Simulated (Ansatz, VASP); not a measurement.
ScAl4N: VASP beside Ansatz

```
Sc Al N
1.0
     0.00000    3.70410    3.70410
     3.70410    0.00000    3.70410
     3.70410    3.70410    0.00000
Sc Al N
1 4 1
Direct
  0.75000 0.75000 0.75000
  0.12372 0.12372 0.62885
  0.12372 0.12372 0.12372
  0.62885 0.12372 0.12372
  0.12372 0.62885 0.12372
  0.50000 0.50000 0.50000
```

Change from the starting cell: species swapped into the LaCeRh4 type (F-43m, No. 216).

Alike in both runs: task relaxation of cell and atoms; functional PBE; k mesh 10 × 10 × 10; occupations gaussian, width 0.1 eV; no spin polarisation.

```csv
,VASP,Ansatz
version,VASP 6.6.1,Ansatz 0.2.0
potentials or method,"VASP PAW PBE potentials, release 64 (Sc_sv, Al, N), cutoff 600 eV","scalar-relativistic, plane waves, PAW"
valence electrons in the cell,28,28
```

Ansatz gave:

| Property | Result |
| --- | --- |
| gap on the k mesh at the Fermi level, each at its own relaxed structure (eV) | none |
| relaxed volume (Å³/atom) | 16.98 |
| relaxed length of the cell vector where the two differ most in proportion (Å) | 5.243 |

Problem. What did VASP give for the same quantities?

Solution. gap on the k mesh at the Fermi level, each at its own relaxed structure (eV): none; relaxed volume (Å³/atom): 16.99; relaxed length of the cell vector where the two differ most in proportion (Å): 5.243.

A gap of «none» marks a metal or a gap that the smearing closes.

Noted on VASP's run: too few bands were computed for a metal, which touches its energy and stress.
